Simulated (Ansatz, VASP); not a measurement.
# GaP: VASP beside Ansatz

```xyz
2
Lattice="0.0000 2.7433 2.7433 2.7433 0.0000 2.7433 2.7433 2.7433 0.0000" Properties=species:S:1:pos:R:3 pbc="T T T"
Ga    0.0000    0.0000    0.0000
P     4.1149    4.1149    4.1149
```

Alike in both runs: task single point; functional BLYP; dispersion D3(BJ); k mesh 8 × 8 × 8; occupations fermi-dirac, width 0.05 eV; no spin polarisation.

```csv
,VASP,Ansatz
version,VASP 6.6.1,Ansatz 0.2.0
potentials or method,"VASP PAW PBE potentials, release 64 (Ga_d, P)",Ansatz PAW
plane-wave cutoff (eV),520,420
valence electrons in the cell,18,18
```

```csv
,VASP,Ansatz,Ansatz less VASP
gap on the k mesh at the Fermi level (eV),1.56,1.54,-0.019
least direct gap on the mesh (eV),1.56,1.54,-0.019
pressure (GPa),-1.4,-1.6,-0.18
```

VASP's potentials were made for PBE, not for BLYP.
